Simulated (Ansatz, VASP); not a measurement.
**Two plane-wave programs on TaAgC**

INCAR

```
SYSTEM = TaAgC
ALGO = Normal
EDIFF = 1E-6
ENCUT = 700
GGA = PE
GGA_COMPAT = .False.
ISIF = 2
ISMEAR = 0
LASPH = .True.
LCHARG = .False.
LREAL = .False.
LWAVE = .False.
NBANDS = 45
NELM = 120
PREC = Accurate
SIGMA = 0.2
```

KPOINTS

```
k-points
0
Gamma
  8 4 4
  0 0 0
```

Contents of POSCAR:

```
TaAgC
1.0
    0.0000000000      3.0229279323      0.0000000000
    0.0000000000      0.0000000000      5.6998691364
    6.0458558645      0.0000000000      0.0000000000
Ta Ag C
2 2 2
Direct
    0.5000000000      0.5000000000      0.2500000000
    0.5000000000      0.5000000000      0.7500000000
    0.5000000000      0.0000000000      0.2500000000
    0.5000000000      0.0000000000      0.7500000000
    0.0000000000      0.5000000000      0.5000000000
    0.0000000000      0.5000000000      1.0000000000
```

Input for Ansatz:

```yaml
crystal:
  lattice:
    - [0.0, 3.0229279323, 0.0]
    - [0.0, 0.0, 5.6998691364]
    - [6.0458558645, 0.0, 0.0]
  atoms:
    - { symbol: Ta, position: [0.5, 0.5, 0.25] }
    - { symbol: Ta, position: [0.5, 0.5, 0.75] }
    - { symbol: Ag, position: [0.5, 0.0, 0.25] }
    - { symbol: Ag, position: [0.5, 0.0, 0.75] }
    - { symbol: C, position: [0.0, 0.5, 0.5] }
    - { symbol: C, position: [0.0, 0.5, 1.0] }
basis:
  ecutwfc: 420
kpoints:
  mp_grid: { grid: [8, 4, 4] }
hamiltonian:
  xc: pbe
scf:
  occupations: { method: gaussian, width: 0.2 }
  lower_state_search: "off"
output:
  forces: true
  stress: true
  eigenvalues: true
```

Alike in both runs: task single point; functional PBE; k mesh 8 × 4 × 4; occupations gaussian, width 0.2 eV; no spin polarisation.

|  | VASP | Ansatz |
| --- | --- | --- |
| version | VASP 6.6.1 | Ansatz 0.2.0 |
| potentials or method | VASP PAW PBE potentials, release 64 (Ta_sv_GW, Ag_sv_GW, C), cutoff 700 eV | scalar-relativistic, plane waves, PAW |
| valence electrons in the cell | 72 | 72 |

|  | VASP | Ansatz | Ansatz less VASP |
| --- | --- | --- | --- |
| gap on the k mesh at the Fermi level (eV) | none | none | - |
| pressure (GPa) | -0.3 | -0.2 | +0.06 |
| traceless stress, the component that is largest in VASP (GPa) | 1.11 | 1.19 | +0.084 |

A gap of «none» marks a metal or a gap that the smearing closes. The functional is the same, so the differences come from potentials, cutoffs and numerics.

Spin-orbit coupling is off throughout.
